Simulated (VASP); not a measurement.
# NaCdBr3 (P4/mmm) in VASP: a series of runs

The runs below take NaCdBr3 through single point, with r2SCAN.

All numbers are computed with VASP 6.6.1; they aren't measurements. Logs are shortened: lines on timing, memory, paths and dates and some standing lists are left out, and cuts for length are marked.

## (1) The cell of the first run

Symmetry: P4/mmm, No. 123, tetragonal system. The conventional cell has a = 5.683 Å, b = 5.683 Å, c = 5.341 Å, α = 90.00°, β = 90.00°, γ = 90.00°. Na (site symmetry 4/mmm) has 12 Br at 3.90 to 4.02 Å and 8 Cd at 4.82 Å within 5.1 Å. Cd (site symmetry 4/mmm) has 6 Br at 2.67 to 2.84 Å within 3.5 Å. Br (site symmetry 4/mmm) has 2 Cd at 2.67 Å within 3.5 Å. Br (site symmetry mmm) has 2 Cd at 2.84 Å within 3.7 Å.

## (2) Single point, r2SCAN (epitaxial xy strain +4.0%)

Contents of POSCAR:

```
NaCdBr3
1.0
    5.6826349377      0.0000000000      0.0000000000
    0.0000000000      5.6826349377      0.0000000000
    0.0000000000      0.0000000000      5.3407981518
Na Cd Br
1 1 3
Direct
    0.0000000000      0.0000000000      0.0000000000
    0.5000000000      0.5000000000      0.5000000000
    0.5000000000      0.5000000000      0.0000000000
    0.5000000000      0.0000000000      0.5000000000
    0.0000000000      0.5000000000      0.5000000000
```

Contents of INCAR.step1:

```
  PREC = Accurate
  ENCUT = 520
  ISMEAR = 0
  SIGMA = 0.01
  LREAL = F
  LASPH = T
  NELM = 60
  NBANDS = 28
  GGA = PE
  ALGO = Normal
  EDIFF = 1E-4
  LWAVE = T
  LCHARG = F
```

Contents of INCAR.step2:

```
  PREC = Accurate
  ENCUT = 520
  EDIFF = 1E-6
  ISMEAR = 0
  SIGMA = 0.01
  LREAL = F
  LASPH = T
  NELM = 60
  ALGO = Normal
  ISIF = 2
  LWAVE = F
  LCHARG = F
  METAGGA = R2SCAN
  LMIXTAU = T
  NBANDS = 28
  ISTART = 1
```

Contents of KPOINTS:

```
regular mesh
0
Gamma
  6 6 6
```

Potentials or basis: VASP PAW PBE potentials, release 64 (Na_pv, Cd, Br).

Run with:

```
cat potpaw_PBE.64/Na_pv/POTCAR potpaw_PBE.64/Cd/POTCAR potpaw_PBE.64/Br/POTCAR > POTCAR
cp INCAR.step1 INCAR
mpirun -np 1 vasp_std > vasp.out
cp INCAR.step2 INCAR
mpirun -np 1 vasp_std > vasp.out
```

OUTCAR:

```text
PREC = Accurate
   ENCUT = 520
   EDIFF = 1E-6
   ISMEAR = 0
   LREAL = F
   LASPH = T
   NELM = 60
   ISIF = 2
   METAGGA = R2SCAN
   ISTART = 1

 ion  position               nearest neighbor table
   1  0.000  0.000  0.000-
   2  0.500  0.500  0.500-   3 2.67   3 2.67   5 2.84   4 2.84   4 2.84   5 2.84
   3  0.500  0.500  0.000-   2 2.67   2 2.67
   4  0.500  0.000  0.500-   2 2.84   2 2.84
   5  0.000  0.500  0.500-   2 2.84   2 2.84

  LATTYP: Found a simple tetragonal cell.
 ALAT       =     5.6826349377
 C/A-ratio  =     0.9398453729

  Lattice vectors:

 A1 = (   5.6826349377,   0.0000000000,   0.0000000000)
 A2 = (   0.0000000000,   5.6826349377,   0.0000000000)
 A3 = (   0.0000000000,   0.0000000000,   5.3407981518)

Analysis of symmetry for initial positions (statically):
=====================================================================
 Subroutine PRICEL returns:
 Original cell was already a primitive cell.

 Routine SETGRP: Setting up the symmetry group for a
 simple tetragonal supercell.

 Subroutine GETGRP returns: Found 16 space group operations
 (whereof 16 operations were pure point group operations)
 out of a pool of 16 trial point group operations.

The static configuration has the point symmetry D_4h.

Analysis of symmetry for dynamics (positions and initial velocities):
=====================================================================
 Subroutine PRICEL returns:
 Original cell was already a primitive cell.

 Routine SETGRP: Setting up the symmetry group for a
 simple tetragonal supercell.

 Subroutine GETGRP returns: Found 16 space group operations
 (whereof 16 operations were pure point group operations)
 out of a pool of 16 trial point group operations.

The dynamic configuration has the point symmetry D_4h.

 Subroutine INISYM returns: Found 16 space group operations
 (whereof 16 operations are pure point group operations),
 and found     1 'primitive' translations

----------------------------------------------------------------------------------------

                                     Primitive cell

  volume of cell :     172.4669

  direct lattice vectors                    reciprocal lattice vectors
     5.682634938  0.000000000  0.000000000     0.175974704  0.000000000  0.000000000
     0.000000000  5.682634938  0.000000000     0.000000000  0.175974704  0.000000000
     0.000000000  0.000000000  5.340798152     0.000000000  0.000000000  0.187237932

  length of vectors
     5.682634938  5.682634938  5.340798152     0.175974704  0.175974704  0.187237932

  position of ions in fractional coordinates (direct lattice)
     0.000000000  0.000000000  0.000000000
     0.500000000  0.500000000  0.500000000
     0.500000000  0.500000000  0.000000000
     0.500000000  0.000000000  0.500000000
     0.000000000  0.500000000  0.500000000

  ion indices of the primitive-cell ions
   primitive index   ion index
                 1           1
                 2           2
                 3           3
                 4           4
                 5           5

----------------------------------------------------------------------------------------

 KPOINTS: regular mesh

Automatic generation of k-mesh.
 Grid dimensions read from file:
 generate k-points for:    6    6    6

 Generating k-lattice:

  Cartesian coordinates                     Fractional coordinates (reciprocal lattice)
     0.029329117  0.000000000  0.000000000     0.166666667  0.000000000  0.000000000
     0.000000000  0.029329117  0.000000000     0.000000000  0.166666667  0.000000000
     0.000000000  0.000000000  0.031206322     0.000000000  0.000000000  0.166666667

  Length of vectors
     0.029329117  0.029329117  0.031206322

  Shift w.r.t. Gamma in fractional coordinates (k-lattice)
     0.000000000  0.000000000  0.000000000

 Subroutine IBZKPT returns following result:
 ===========================================

 Found     40 irreducible k-points:

 Following reciprocal coordinates:
            Coordinates               Weight
  0.000000  0.000000  0.000000      1.000000
  0.166667  0.000000  0.000000      4.000000
  0.333333  0.000000  0.000000      4.000000
  0.500000  0.000000  0.000000      2.000000
  0.166667  0.166667  0.000000      4.000000
  0.333333  0.166667  0.000000      8.000000
[... 16 lines left out ...]
  0.333333  0.000000  0.333333      8.000000
  0.500000  0.000000  0.333333      4.000000
 [... further k-points ...]
   k-points           NKPTS =     40   k-points in BZ     NKDIM =     40   number of bands    NBANDS=     28
   number of dos      NEDOS =    301   number of ions     NIONS =      5
   total plane-waves  NPLWV =  70560
   dimension x,y,z NGX =    42 NGY =   42 NGZ =   40
   dimension x,y,z NGXF=    84 NGYF=   84 NGZF=   80
   ions per type =               1   1   3
   NGX,Y,Z   is equivalent  to a cutoff of  12.29, 12.29, 12.45 a.u.
   NGXF,Y,Z  is equivalent  to a cutoff of  24.57, 24.57, 24.90 a.u.
 SYSTEM =  unknown system
   PREC   = accura    normal or accurate (medium, high low for compatibility)
   ISTART =      1    job   : 0-new  1-cont  2-samecut
   ICHARG =      0    charge: 1-file 2-atom 10-const
   ISPIN  =      1    spin polarized calculation?
   LNONCOLLINEAR =      F non collinear calculations
   LSORBIT =      F    spin-orbit coupling
   LASPH  =      T    aspherical Exc in radial PAW
   ENCUT  =  520.0 eV  38.22 Ry    6.18 a.u.  10.57 10.57  9.93*2*pi/ulx,y,z
   NELM   =     60;   NELMIN=  2; NELMDL=  0     # of ELM steps
   EDIFF  = 0.1E-05   stopping-criterion for ELM
   LREAL  =      F    real-space projection
   EDIFFG = 0.1E-04   stopping-criterion for IOM
   NSW    =      0    number of steps for IOM
   IBRION =     -1    ionic relax: 0-MD 1-quasi-New 2-CG
   NFREE  =      0    steps in history (QN), initial steepest desc. (CG)
   ISIF   =      2    stress and relaxation
   ISYM   =      2    0-nonsym 1-usesym 2-fastsym
   POTIM  = 0.5000    time-step for ionic-motion
   TEBEG  =    0.0;   TEEND  =   0.0 temperature during run
   PSTRESS=    0.0 pullay stress
   NELECT =      40.0000    total number of electrons
   NUPDOWN=      -1.0000    fix difference up-down
   EMIN   =  10.00;   EMAX   =-10.00  energy-range for DOS
   EFERMI =   0.00;   METHOD = LEGACY
   ISMEAR =     0;   SIGMA  =   0.01  broadening in eV -4-tet -1-fermi 0-gaus
   EFERMI_NEDOS =   21; number of points for ismear=-14 and -15
   IALGO  =     38    algorithm
   IMIX   =      4    mixing-type and parameters
     AMIX     =   0.40;   BMIX     =  1.00
     AMIX_MAG =   1.60;   BMIX_MAG =  1.00
  volume/ion in A,a.u.               =      34.49       232.77
  Fermi-wavevector in a.u.,A,eV,Ry     =   1.005834  1.900750 13.765039  1.011702
  Thomas-Fermi vector in A             =   2.138538
   LORBIT       =      0    0 simple, 1 ext, 2 COOP (PROOUT), +10 PAW based schemes
   METAGGA = R2SCAN    functional components
   LHFCALC =     F    Hartree Fock is set to
   AEXX    =    0.0000 exact exchange contribution
   IVDW    =     0    specifies the selected vdW correction
   LEPSILON=     F    determine dielectric tensor
   LRPA    =     F    only Hartree local field effects (RPA)
 non-spin polarized calculation
 Gauss-broadening in eV      SIGMA  =   0.01
  energy-cutoff  :      520.00
  volume of cell :      172.47
 maximum number of plane-waves:      4680
   NGX = 21   NGY = 21   NGZ = 19

 number of electron      39.9999964 magnetization

 Free energy of the ion-electron system (eV)
  ---------------------------------------------------
  ext. energy  EPLUGINS =         0.00000000
  ---------------------------------------------------
  free energy    TOTEN  =       -69.14992176 eV

  energy without entropy =      -69.14992176  energy(sigma->0) =      -69.14992176

 E-fermi :  -1.2804     XC(G=0):  -7.8075

 val. band max:       -1.3716949664   @ k =   0.5000   0.5000   0.5000
 cond. band min:      -0.0283847090   @ k =   0.0000   0.0000   0.0000
 fundamental gap:      1.3433102574
 Fermi energy:        -1.2804098729

 k-point     1 :       0.0000    0.0000    0.0000
  band No.  band energies     occupation
      1     -25.7453      2.00000
      2     -25.7453      2.00000
      3     -25.7435      2.00000
      4     -15.3907      2.00000
      5     -14.8398      2.00000
      6     -14.7094      2.00000
[... 20 lines left out ...]
     27       7.3116      0.00000
     28       8.2556      0.00000

 k-point     2 :       0.1667    0.0000    0.0000
  band No.  band energies     occupation
      1     -25.7453      2.00000
      2     -25.7453      2.00000
      3     -25.7435      2.00000
      4     -15.3727      2.00000
      5     -14.8331      2.00000
      6     -14.7183      2.00000
[... 20 lines left out ...]
     27       7.4173      0.00000
     28       8.2526      0.00000

 k-point     3 :       0.3333    0.0000    0.0000
  band No.  band energies     occupation
      1     -25.7454      2.00000
      2     -25.7453      2.00000
      3     -25.7435      2.00000
      4     -15.3357      2.00000
      5     -14.8125      2.00000
      6     -14.7437      2.00000
[... 20 lines left out ...]
     27       7.4605      0.00000
     28       7.7081      0.00000

 k-point     4 :       0.5000    0.0000    0.0000
  band No.  band energies     occupation
      1     -25.7454      2.00000
      2     -25.7453      2.00000
      3     -25.7435      2.00000
      4     -15.3167      2.00000
      5     -14.7810      2.00000
      6     -14.7778      2.00000
[... 578 lines left out ...]
     27       7.7267      0.00000
     28       7.8912      0.00000

 k-point    23 :       0.3333    0.0000    0.3333
  band No.  band energies     occupation
      1     -25.7454      2.00000
      2     -25.7453      2.00000
      3     -25.7436      2.00000
      4     -15.1788      2.00000
      5     -14.8579      2.00000
      6     -14.7409      2.00000
[... 20 lines left out ...]
     27       7.3708      0.00000
     28       7.6712      0.00000

 k-point    24 :       0.5000    0.0000    0.3333
  band No.  band energies     occupation
      1     -25.7454      2.00000
      2     -25.7453      2.00000
      3     -25.7436      2.00000
      4     -15.1687      2.00000
      5     -14.8190      2.00000
      6     -14.7712      2.00000
[... 20 lines left out ...]
     27       7.3074      0.00000
     28       7.5948      0.00000

 [... further k-points ...]
[... 5 lines left out ...]
  --------------------------------------------------------------------------------------
  -------------------------------------------------------------------------------------
  Total       -1.9366300     -1.9366300      0.1534670      0.0000000     -0.0000000      0.0000000
  in kB      -17.9908450    -17.9908450      1.4256725      0.0000000     -0.0000000      0.0000000
  external PRESSURE =     -11.5186725 kB  Pullay stress =       0.0000000 kB

 VOLUME and BASIS-vectors are now :
 -----------------------------------------------------------------------------
  energy-cutoff  :      520.00
  volume of cell :      172.47
      direct lattice vectors                 reciprocal lattice vectors
     5.682634938  0.000000000  0.000000000     0.175974704  0.000000000  0.000000000
     0.000000000  5.682634938  0.000000000     0.000000000  0.175974704  0.000000000
     0.000000000  0.000000000  5.340798152     0.000000000  0.000000000  0.187237932

 POSITION                                       TOTAL-FORCE (eV/Angst)
 -----------------------------------------------------------------------------------
      0.00000      0.00000      0.00000         0.000000      0.000000      0.000000
      2.84132      2.84132      2.67040         0.000000      0.000000      0.000000
      2.84132      2.84132      0.00000         0.000000      0.000000      0.000000
      2.84132      0.00000      2.67040         0.000000      0.000000      0.000000
      0.00000      2.84132      2.67040         0.000000      0.000000      0.000000
 -----------------------------------------------------------------------------------
    total drift:                                0.000000     -0.000000     -0.000000

  FREE ENERGIE OF THE ION-ELECTRON SYSTEM (eV)
  ---------------------------------------------------
  free  energy   TOTEN  =       -69.1499217631 eV

  energy  without entropy=      -69.1499217631  energy(sigma->0) =      -69.14992176
```

Run time: 14 min. Hardware: 1 thread of Intel Xeon 8259CL, shared host; peak memory 0.4 GiB.

What came out:

```yaml
Free_energy: -69.1499 eV
Pressure: -1.2 GPa
Band_gap_on_the_k_mesh: 1.34 eV (least direct gap 1.84 eV)
```

Caveat: the cell differs from its parent crystal (epitaxial xy strain +4.0%); the PAW data sets were made with another functional, which shifts forces and pressure a little. A k mesh can miss the band edges.

## (3) Single point, r2SCAN (epitaxial xy strain +5.0%)

POSCAR, as its differences from that of step 2:

```diff
@@ -2,5 +2,5 @@
 1.0
-    5.6826349377      0.0000000000      0.0000000000
-    0.0000000000      5.6826349377      0.0000000000
-    0.0000000000      0.0000000000      5.3407981518
+    5.7372756583      0.0000000000      0.0000000000
+    0.0000000000      5.7372756583      0.0000000000
+    0.0000000000      0.0000000000      5.3150034004
 Na Cd Br
```

Contents of INCAR.step1:

```
  PREC = Accurate
  ENCUT = 520
  ISMEAR = 0
  SIGMA = 0.01
  LREAL = False
  LASPH = True
  NELM = 60
  NBANDS = 28
  GGA = PE
  ALGO = Normal
  EDIFF = 1E-4
  LWAVE = True
  LCHARG = False
```

Contents of INCAR.step2:

```
  PREC = Accurate
  ENCUT = 520
  EDIFF = 1E-6
  ISMEAR = 0
  SIGMA = 0.01
  LREAL = False
  LASPH = True
  NELM = 60
  ALGO = Normal
  ISIF = 2
  LWAVE = False
  LCHARG = True
  METAGGA = R2SCAN
  LMIXTAU = True
  LELF = True
  LVHAR = True
  NBANDS = 28
  ISTART = 1
```

Contents of KPOINTS:

```
Automatic mesh
0
Gamma
  6 6 6
```

Potentials or basis: VASP PAW PBE potentials, release 64 (Na_pv, Cd, Br).

Run with:

```
cat potpaw_PBE.64/Na_pv/POTCAR potpaw_PBE.64/Cd/POTCAR potpaw_PBE.64/Br/POTCAR > POTCAR
cp INCAR.step1 INCAR
mpirun -np 1 vasp_std > vasp.out
cp INCAR.step2 INCAR
mpirun -np 1 vasp_std > vasp.out
```

Run time: 11 min. Hardware: 1 thread of Intel Xeon 8259CL, shared host; peak memory 0.45 GiB.

Results (log left out):

| Property | Result |
| --- | --- |
| Free energy | -69.1078 eV |
| Pressure | -1.4 GPa |
| Band gap on the k mesh | 1.32 eV (least direct gap 1.79 eV) |

Stress tensor (GPa, compression positive):
```
-2.17  0.00  0.00
 0.00 -2.17  0.00
 0.00  0.00  0.15
```

Levels at points of the mesh, in eV from the valence-band top:
```
           k point  band 16  band 17  band 18  band 19  band 20  band 21  band 22  band 23  band 24  band 25
(0.00, 0.00, 0.00)    -0.68    -0.55    -0.52    -0.47    -0.47     1.32     3.93     7.65     7.73     8.29
(0.50, 0.00, 0.00)    -0.84    -0.80    -0.74    -0.54    -0.53     3.68     5.40     6.17     7.76     8.22
(0.50, 0.50, 0.00)    -1.27    -0.73    -0.73    -0.22    -0.09     5.24     5.89     6.77     6.77     7.53
(0.00, 0.00, 0.50)    -1.00    -1.00    -0.77    -0.54    -0.54     4.59     5.76     6.07     8.14     8.14
(0.50, 0.00, 0.50)    -1.02    -0.98    -0.81    -0.07    -0.02     5.79     5.97     6.55     7.17     7.40
(0.50, 0.50, 0.50)    -0.20    -0.08    -0.01    -0.01     0.00     4.75     5.86     5.86     6.55     7.49
```

Caveat: the cell differs from its parent crystal (epitaxial xy strain +5.0%); the PAW data sets were made with another functional, which shifts forces and pressure a little. A k mesh can miss the band edges.
